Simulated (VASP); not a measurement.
# Si16O (a cell with a defect) in VASP: notebook

Si16O (a cell with a defect) is run at these levels: PBE; tasks: single point.

Program: VASP 6.6.1. These are calculated values, not measurements. Logs are shortened: lines on timing, memory, paths and dates and some standing lists are left out, and cuts for length are marked.

### 1 The cell of the first run

The cell holds a defect, 17 atoms: a = 7.679 Å, b = 7.679 Å, c = 7.679 Å, α = 60.00°, β = 60.00°, γ = 60.00°.

### 2 Single point, PBE, collinear spin, zero start

File INCAR:

```
  PREC = Accurate
  ENCUT = 520
  EDIFF = 1E-6
  ISMEAR = 0
  SIGMA = 0.05
  LREAL = Auto
  LASPH = True
  NELM = 150
  ALGO = Normal
  ISIF = 2
  LWAVE = False
  LCHARG = True
  ISPIN = 2
  MAGMOM = 0 0 0 0 0 0 0 0 0 0 0 0 0 0 0 0 0
  LORBIT = 11
  GGA = PE
  LELF = True
  LVHAR = True
  NBANDS = 53
```

File KPOINTS:

```
Automatic mesh
0
Gamma
  2 2 2
```

File POSCAR:

```
Si16O
1.0
    0.0000000000      5.4300000000      5.4300000000
    5.4300000000      0.0000000000      5.4300000000
    5.4300000000      5.4300000000      0.0000000000
Si O
16 1
Direct
   -0.0443803867      0.0472231123      0.0086964088
    0.1234767035      0.1275069061      0.1258674954
   -0.0034214549     -0.0155941989      0.5018540516
    0.1294675875      0.0746215470      0.6523355433
   -0.0010262431      0.4968945672      0.0014500000
    0.1159315838      0.5777829650      0.1689877532
    0.0040605893      0.4461406998      0.5400298343
    0.1264779926      0.6088906998      0.6279676796
    0.4969475138      0.0160821363     -0.0016484346
    0.5845438306      0.1791335175      0.1207869245
    0.5008568140      0.0004385820      0.4957962247
    0.6224016575      0.1252580110      0.6242839779
    0.4722141805      0.5506804788     -0.0046060773
    0.6229895948      0.6405669429      0.1283361878
    0.5005515654      0.4997635359      0.5024965009
    0.6290246777      0.6246506446      0.6239937385
    0.9345623389      0.8125030387      0.1894918048
```

Potentials or basis: VASP PAW PBE potentials, release 64 (Si, O).

On the command line:

```bash
cat potpaw_PBE.64/Si/POTCAR potpaw_PBE.64/O/POTCAR > POTCAR
mpirun -np 1 vasp_std > vasp.out
```

OUTCAR:

```text
PREC = Accurate
   ENCUT = 520
   EDIFF = 1E-6
   ISMEAR = 0
   LREAL = Auto
   LASPH = True
   NELM = 150
   ISIF = 2
   ISPIN = 2
   LORBIT = 11
   GGA = PE

 ion  position               nearest neighbor table
   1  0.956  0.047  0.009-  17 1.66   2 2.32   4 2.32  10 2.33   6 2.94
   2  0.123  0.128  0.126-   1 2.32   5 2.32   9 2.34   3 2.36
   3  0.997  0.984  0.502-  12 2.35   4 2.35   8 2.35   2 2.36
   4  0.129  0.075  0.652-   1 2.32   7 2.33  11 2.35   3 2.35
   5  0.999  0.497  0.001-   6 2.32   2 2.32   8 2.34  14 2.36
   6  0.116  0.578  0.169-  17 1.66   5 2.32  13 2.32   7 2.33   1 2.94
   7  0.004  0.446  0.540-   6 2.33   4 2.33   8 2.36  16 2.38
   8  0.126  0.609  0.628-   5 2.34  15 2.35   3 2.35   7 2.36
   9  0.497  0.016  0.998-   2 2.34  12 2.35  14 2.35  10 2.36
  10  0.585  0.179  0.121-   1 2.33  13 2.33   9 2.36  11 2.38
  11  0.501  0.000  0.496-  12 2.35   4 2.35  16 2.36  10 2.38
  12  0.622  0.125  0.624-   9 2.35  15 2.35   3 2.35  11 2.35
  13  0.472  0.551  0.995-   6 2.32  10 2.33  16 2.35  14 2.35
  14  0.623  0.641  0.128-  15 2.35  13 2.35   9 2.35   5 2.36
  15  0.501  0.500  0.502-   8 2.35  12 2.35  14 2.35  16 2.35
  16  0.629  0.625  0.624-  15 2.35  13 2.35  11 2.36   7 2.38
  17  0.935  0.813  0.189-   1 1.66   6 1.66

  LATTYP: Found a face centered cubic cell.
 ALAT       =    10.8600000000

  Lattice vectors:

 A1 = (   0.0000000000,   5.4300000000,   5.4300000000)
 A2 = (   5.4300000000,   0.0000000000,   5.4300000000)
 A3 = (   5.4300000000,   5.4300000000,   0.0000000000)

Analysis of symmetry for initial positions (statically):
=====================================================================
 Subroutine PRICEL returns:
 Original cell was already a primitive cell.

 Routine SETGRP: Setting up the symmetry group for a
 face centered cubic supercell.

 Subroutine GETGRP returns: Found  1 space group operations
 (whereof  1 operations were pure point group operations)
 out of a pool of 48 trial point group operations.

The static configuration has the point symmetry C_1 .

Analysis of symmetry for dynamics (positions and initial velocities):
=====================================================================
 Subroutine PRICEL returns:
 Original cell was already a primitive cell.

 Routine SETGRP: Setting up the symmetry group for a
 face centered cubic supercell.

 Subroutine GETGRP returns: Found  1 space group operations
 (whereof  1 operations were pure point group operations)
 out of a pool of 48 trial point group operations.

The dynamic configuration has the point symmetry C_1 .

Analysis of structural, dynamic, and magnetic symmetry:
=====================================================================
 Subroutine PRICEL returns:
 Original cell was already a primitive cell.

 Routine SETGRP: Setting up the symmetry group for a
 face centered cubic supercell.

 Subroutine GETGRP returns: Found  1 space group operations
 (whereof  1 operations were pure point group operations)
 out of a pool of 48 trial point group operations.

The overall configuration has the point symmetry C_1 .

 Subroutine INISYM returns: Found  1 space group operations
 (whereof  1 operations are pure point group operations),
 and found     1 'primitive' translations

----------------------------------------------------------------------------------------

                                     Primitive cell

  volume of cell :     320.2060

  direct lattice vectors                    reciprocal lattice vectors
     0.000000000  5.430000000  5.430000000    -0.092081031  0.092081031  0.092081031
     5.430000000  0.000000000  5.430000000     0.092081031 -0.092081031  0.092081031
     5.430000000  5.430000000  0.000000000     0.092081031  0.092081031 -0.092081031

  length of vectors
     7.679179644  7.679179644  7.679179644     0.159489025  0.159489025  0.159489025

  position of ions in fractional coordinates (direct lattice)
     0.955619613  0.047223112  0.008696409
     0.123476704  0.127506906  0.125867495
     0.996578545  0.984405801  0.501854052
     0.129467588  0.074621547  0.652335543
     0.998973757  0.496894567  0.001450000
[... 68 lines left out ...]
  0.500000  0.000000  0.500000      1.000000
   k-points           NKPTS =      8   k-points in BZ     NKDIM =      8   number of bands    NBANDS=     53
   number of dos      NEDOS =    301   number of ions     NIONS =     17
   total plane-waves  NPLWV = 216000
   dimension x,y,z NGX =    60 NGY =   60 NGZ =   60
   dimension x,y,z NGXF=   120 NGYF=  120 NGZF=  120
   ions per type =              16   1
   NGX,Y,Z   is equivalent  to a cutoff of  12.99, 12.99, 12.99 a.u.
   NGXF,Y,Z  is equivalent  to a cutoff of  25.98, 25.98, 25.98 a.u.
 SYSTEM =  unknown system
   PREC   = accura    normal or accurate (medium, high low for compatibility)
   ISTART =      0    job   : 0-new  1-cont  2-samecut
   ICHARG =      2    charge: 1-file 2-atom 10-const
   ISPIN  =      2    spin polarized calculation?
   LNONCOLLINEAR =      F non collinear calculations
   LSORBIT =      F    spin-orbit coupling
   LASPH  =      T    aspherical Exc in radial PAW
   ENCUT  =  520.0 eV  38.22 Ry    6.18 a.u.  14.28 14.28 14.28*2*pi/ulx,y,z
   NELM   =    150;   NELMIN=  2; NELMDL= -5     # of ELM steps
   EDIFF  = 0.1E-05   stopping-criterion for ELM
   LREAL  =      T    real-space projection
   EDIFFG = 0.1E-04   stopping-criterion for IOM
   NSW    =      0    number of steps for IOM
[... 5 lines left out ...]
   TEBEG  =    0.0;   TEEND  =   0.0 temperature during run
   PSTRESS=    0.0 pullay stress
   NELECT =      70.0000    total number of electrons
   NUPDOWN=      -1.0000    fix difference up-down
   EMIN   =  10.00;   EMAX   =-10.00  energy-range for DOS
   EFERMI =   0.00;   METHOD = LEGACY
   ISMEAR =     0;   SIGMA  =   0.05  broadening in eV -4-tet -1-fermi 0-gaus
   EFERMI_NEDOS =   21; number of points for ismear=-14 and -15
   IALGO  =     38    algorithm
   IMIX   =      4    mixing-type and parameters
     AMIX     =   0.40;   BMIX     =  1.00
     AMIX_MAG =   1.60;   BMIX_MAG =  1.00
  volume/ion in A,a.u.               =      18.84       127.11
  Fermi-wavevector in a.u.,A,eV,Ry     =   0.986199  1.863645 13.232857  0.972588
  Thomas-Fermi vector in A             =   2.117562
   LORBIT       =     11    0 simple, 1 ext, 2 COOP (PROOUT), +10 PAW based schemes
   GGA     = PE    functional components
   LHFCALC =     F    Hartree Fock is set to
   AEXX    =    0.0000 exact exchange contribution
   IVDW    =     0    specifies the selected vdW correction
   LEPSILON=     F    determine dielectric tensor
   LRPA    =     F    only Hartree local field effects (RPA)
 spin polarized calculation
 Gauss-broadening in eV      SIGMA  =   0.05
  energy-cutoff  :      520.00
  volume of cell :      320.21
 maximum number of plane-waves:      8646
 NGX is ok and might be reduce to    60
   NGX = 29   NGY = 29   NGZ = 29

 number of electron      70.0000001 magnetization       0.0000000

 number of electron      70.0000001 magnetization      -0.0000000

 Free energy of the ion-electron system (eV)
  ---------------------------------------------------
  ext. energy  EPLUGINS =         0.00000000
  ---------------------------------------------------
  free energy    TOTEN  =       -92.69575409 eV

  energy without entropy =      -92.69575409  energy(sigma->0) =      -92.69575409

 E-fermi :   6.1272     XC(G=0):  -9.5325

 val. band max:        5.8802832815   @ k =   0.0000   0.0000   0.0000
 cond. band min:       6.3734030421   @ k =   0.0000   0.0000   0.0000
 fundamental gap:      0.4931197606
 Fermi energy:         6.1272075119

 spin component 1

 k-point     1 :       0.0000    0.0000    0.0000
  band No.  band energies     occupation
      1     -14.4429      1.00000
      2      -5.8119      1.00000
      3      -4.3862      1.00000
      4      -3.6893      1.00000
      5      -3.6672      1.00000
      6      -3.3249      1.00000
[... 389 lines left out ...]
     46      10.3397      0.00000
     47      10.4272      0.00000
 Fermi energy:         6.1272075119

 spin component 2

 k-point     1 :       0.0000    0.0000    0.0000
  band No.  band energies     occupation
      1     -14.4429      1.00000
      2      -5.8119      1.00000
      3      -4.3862      1.00000
      4      -3.6893      1.00000
      5      -3.6672      1.00000
      6      -3.3249      1.00000
[... 389 lines left out ...]
     46      10.3397      0.00000
     47      10.4272      0.00000
 [bands above 47 left out]

------------------------ aborting loop because EDIFF is reached ----------------------------------------

  FORCE on cell =-STRESS in cart. coord.  units (eV):
  Direction    XX          YY          ZZ          XY          YZ          ZX
  --------------------------------------------------------------------------------------
  -------------------------------------------------------------------------------------
  Total        8.4681518      9.0725629      8.4598854     -2.2867380     -2.3020182      3.0187946
  in kB       42.3710994     45.3953206     42.3297379    -11.4418829    -11.5183386     15.1047892
  external PRESSURE =      43.3653860 kB  Pullay stress =       0.0000000 kB

 VOLUME and BASIS-vectors are now :
 -----------------------------------------------------------------------------
  energy-cutoff  :      520.00
  volume of cell :      320.21
      direct lattice vectors                 reciprocal lattice vectors
     0.000000000  5.430000000  5.430000000    -0.092081031  0.092081031  0.092081031
     5.430000000  0.000000000  5.430000000     0.092081031 -0.092081031  0.092081031
     5.430000000  5.430000000  0.000000000     0.092081031  0.092081031 -0.092081031

 POSITION                                       TOTAL-FORCE (eV/Angst)
 -----------------------------------------------------------------------------------
      0.30364      5.23624      5.44544         0.018593     -0.038871      0.050885
      1.37582      1.35394      1.36284         0.000575     -0.000747      0.002285
      8.07039      8.13649     10.75674        -0.001302      0.001276     -0.001190
      3.94738      4.24519      1.10820         0.005957     -0.003429      0.001155
      2.70601      5.43230      8.12256        -0.001991      0.001366     -0.000028
      4.05496      1.54711      3.76687        -0.049436      0.040381     -0.019000
[... 9 lines left out ...]
      6.78014      6.80389      6.80746         0.002652     -0.000700      0.000311
      5.44083      6.10361      9.48657         0.030393      0.000315     -0.031555
 -----------------------------------------------------------------------------------
    total drift:                               -0.006837     -0.002447      0.000462

  FREE ENERGIE OF THE ION-ELECTRON SYSTEM (eV)
  ---------------------------------------------------
  free  energy   TOTEN  =       -92.6957540944 eV

  energy  without entropy=      -92.6957540944  energy(sigma->0) =      -92.69575409

 total charge

# of ion       s       p       d       tot
------------------------------------------
    1        0.742   0.945   0.000   1.687
    2        0.744   0.977   0.000   1.722
    3        0.740   0.949   0.000   1.689
    4        0.745   0.969   0.000   1.714
    5        0.744   0.977   0.000   1.722
    6        0.742   0.945   0.000   1.687
[... 9 lines left out ...]
   16        0.744   0.937   0.000   1.681
   17        1.576   3.599   0.000   5.175
--------------------------------------------------
tot         13.461  18.892   0.000  32.353

 magnetization (x)

# of ion       s       p       d       tot
------------------------------------------
    1        0.000   0.000   0.000   0.000
    2       -0.000  -0.000   0.000  -0.000
    3       -0.000  -0.000   0.000  -0.000
    4        0.000   0.000   0.000   0.000
    5       -0.000  -0.000   0.000  -0.000
    6       -0.000   0.000   0.000   0.000
[... 9 lines left out ...]
   16       -0.000  -0.000   0.000  -0.000
   17        0.000   0.000   0.000   0.000
--------------------------------------------------
tot         -0.000  -0.000   0.000  -0.000
```

Wall time 9.4 min (1 thread of Intel Xeon 6975P-C (Granite Rapids), shared host); peak memory 0.72 GiB.

Results:

```yaml
Free_energy: -92.6958 eV
Pressure: 4.3 GPa
Largest_force: 0.067 eV/Å
Band_gap_on_the_k_mesh: 0.49 eV
Net_moment: 0.00 μB per cell
Valence_electrons_inside_the_program's_atomic_spheres: Si 1.69, 1.72, 1.71, 1.68, 1.70 (each value once); O 5.17
```

Forces in eV/Å, atoms in the order of the input:
```
Si   0.019 -0.039  0.051
Si   0.001 -0.001  0.002
Si  -0.001  0.001 -0.001
Si   0.006 -0.003  0.001
Si  -0.002  0.001  0.000
Si  -0.049  0.040 -0.019
Si   0.000  0.000  0.004
Si   0.001 -0.001 -0.001
Si   0.002  0.000 -0.004
Si  -0.004 -0.001  0.002
Si   0.000  0.001 -0.002
Si   0.001  0.001  0.001
Si  -0.003  0.005 -0.001
Si  -0.001 -0.002 -0.001
Si  -0.002 -0.002 -0.001
Si   0.003 -0.001  0.000
O    0.030  0.000 -0.032
```

Stress tensor (GPa, compression positive):
```
 4.24 -1.14  1.51
-1.14  4.54 -1.15
 1.51 -1.15  4.23
```

Caveat: the k points lie up to 0.50 Å⁻¹ apart.

### 3 Single point, PBE, collinear spin, zero start

File INCAR:

```
SYSTEM = Si16O
PREC     = Accurate       ! precision mode
ENCUT    = 520            ! plane-wave cutoff, eV
EDIFF    = 1E-7           ! SCF threshold, eV
ISMEAR   = 0              ! smearing method
SIGMA    = 0.05           ! smearing width, eV
LREAL    = Auto         
LASPH    = .TRUE.         ! aspherical terms in the spheres
NELM     = 150            ! most SCF steps
ALGO     = Normal         ! electronic algorithm
ISIF     = 2              ! what is computed and relaxed
LWAVE    = .FALSE.        ! write WAVECAR
LCHARG   = .TRUE.         ! write CHGCAR
ISPIN    = 2              ! spin polarisation
MAGMOM   = 0 0 0 0 0 0 0 0 0 0 0 0 0 0 0 0 0 ! initial moments
LORBIT   = 11             ! projections on sites
GGA      = PE             ! functional
LELF     = .TRUE.         ! ELF
LVHAR    = .TRUE.       
NBANDS   = 53             ! bands
```

File KPOINTS:

```
regular mesh
0
G
  2 2 2
  0 0 0
```

File POSCAR:

```
Si16O
1.0
    0.0000000000      5.4300000000      5.4300000000
    5.4300000000      0.0000000000      5.4300000000
    5.4300000000      5.4300000000      0.0000000000
Si O
16 1
Direct
   -0.0152329650     -0.0029517495      0.0166738490
    0.1278872928      0.1238902394      0.1226972376
    0.0474694291     -0.0438318600      0.4880226519
    0.0750318600      0.1298933702      0.6430627993
    0.0166427256      0.4973270718     -0.0119836096
    0.1257156538      0.6228569061      0.1274565378
    0.0010243094      0.5012057090      0.5023075506
    0.1796905157      0.5850074586      0.6149210866
    0.4973157459     -0.0006999079      0.0020837017
    0.6092804788      0.1269281768      0.1359917127
    0.4465526703      0.0044311234      0.5090721915
    0.5780677716      0.1164138122      0.6366607735
    0.5002460405      0.5010012891     -0.0035707182
    0.6411533149      0.6233450276      0.1073404236
    0.5512906077      0.4725941068      0.4809325967
    0.6252071823      0.6294093923      0.6215882136
    0.8128192449      0.9350280847      0.5629965930
```

Potentials or basis: VASP PAW PBE potentials, release 64 (Si, O).

On the command line:

```bash
cat potpaw_PBE.64/Si/POTCAR potpaw_PBE.64/O/POTCAR > POTCAR
mpirun -np 1 vasp_std > vasp.out
```

It took 7.2 min on 1 thread of Intel Xeon 6975P-C (Granite Rapids), shared host; peak memory 0.71 GiB.

It converged, with:

```yaml
Free_energy: -92.6957 eV
Pressure: 4.3 GPa
Largest_force: 0.071 eV/Å
Band_gap_on_the_k_mesh: 0.49 eV
Net_moment: 0.00 μB per cell
Valence_electrons_inside_the_program's_atomic_spheres: Si 1.69, 1.72, 1.71, 1.70, 1.68 (each value once); O 5.17
```

Forces on the atoms (eV/Å):
```
Si  -0.001 -0.001 -0.001
Si  -0.004  0.003  0.003
Si  -0.027  0.044  0.050
Si  -0.004  0.006  0.000
Si  -0.002 -0.002 -0.002
Si  -0.001 -0.001  0.003
Si   0.005 -0.002  0.001
Si   0.004 -0.003  0.001
Si   0.005 -0.005  0.003
Si  -0.002  0.000 -0.003
Si   0.003  0.001  0.006
Si   0.051 -0.040 -0.022
Si   0.003  0.002 -0.003
Si   0.002  0.002 -0.001
Si   0.007 -0.008 -0.004
Si  -0.003  0.002  0.001
O   -0.036  0.003 -0.033
```

Stress tensor (GPa, compression positive):
```
 4.24 -1.14 -1.51
-1.14  4.53  1.15
-1.51  1.15  4.23
```

Levels at points of the mesh, in eV from the valence-band top:
Spin up:
```
           k point  band 31  band 32  band 33  band 34  band 35  band 36  band 37  band 38  band 39  band 40
(0.00, 0.00, 0.00)    -0.96    -0.92    -0.32    -0.06     0.00     0.49     0.79     0.82     0.99     1.18
(0.50, 0.00, 0.00)    -1.41    -0.74    -0.67    -0.66    -0.06     1.16     1.46     1.55     1.56     1.72
(0.00, 0.50, 0.00)    -1.44    -1.21    -0.80    -0.61    -0.54     1.32     1.43     1.59     1.71     1.80
(0.00, 0.00, 0.50)    -1.47    -1.22    -0.75    -0.63    -0.56     1.21     1.47     1.62     1.67     1.73
(0.50, 0.50, 0.50)    -1.44    -1.21    -0.79    -0.61    -0.54     1.32     1.43     1.60     1.71     1.80
(0.50, 0.50, 0.00)    -1.50    -1.43    -1.26    -1.18    -0.49     1.28     1.47     2.33     2.41     2.51
(0.00, 0.50, 0.50)    -1.50    -1.43    -1.26    -1.18    -0.50     1.28     1.47     2.33     2.41     2.51
(0.50, 0.00, 0.50)    -1.44    -1.36    -1.33    -1.02    -0.94     1.43     1.48     2.31     2.41     2.55
```
Spin down:
| k point | band 31 | band 32 | band 33 | band 34 | band 35 | band 36 | band 37 | band 38 | band 39 | band 40 |
| --- | --- | --- | --- | --- | --- | --- | --- | --- | --- | --- |
| (0.00, 0.00, 0.00) | -0.96 | -0.92 | -0.32 | -0.06 | 0.00 | 0.49 | 0.79 | 0.82 | 0.99 | 1.18 |
| (0.50, 0.00, 0.00) | -1.41 | -0.74 | -0.67 | -0.66 | -0.06 | 1.16 | 1.46 | 1.55 | 1.56 | 1.72 |
| (0.00, 0.50, 0.00) | -1.44 | -1.21 | -0.80 | -0.61 | -0.54 | 1.32 | 1.43 | 1.59 | 1.71 | 1.80 |
| (0.00, 0.00, 0.50) | -1.47 | -1.22 | -0.75 | -0.63 | -0.56 | 1.21 | 1.47 | 1.62 | 1.67 | 1.73 |
| (0.50, 0.50, 0.50) | -1.44 | -1.21 | -0.79 | -0.61 | -0.54 | 1.32 | 1.43 | 1.60 | 1.71 | 1.80 |
| (0.50, 0.50, 0.00) | -1.50 | -1.43 | -1.26 | -1.18 | -0.49 | 1.28 | 1.47 | 2.33 | 2.41 | 2.51 |
| (0.00, 0.50, 0.50) | -1.50 | -1.43 | -1.26 | -1.18 | -0.50 | 1.28 | 1.47 | 2.33 | 2.41 | 2.51 |
| (0.50, 0.00, 0.50) | -1.44 | -1.36 | -1.33 | -1.02 | -0.94 | 1.43 | 1.48 | 2.31 | 2.41 | 2.55 |

Caveat: the k points lie up to 0.50 Å⁻¹ apart.
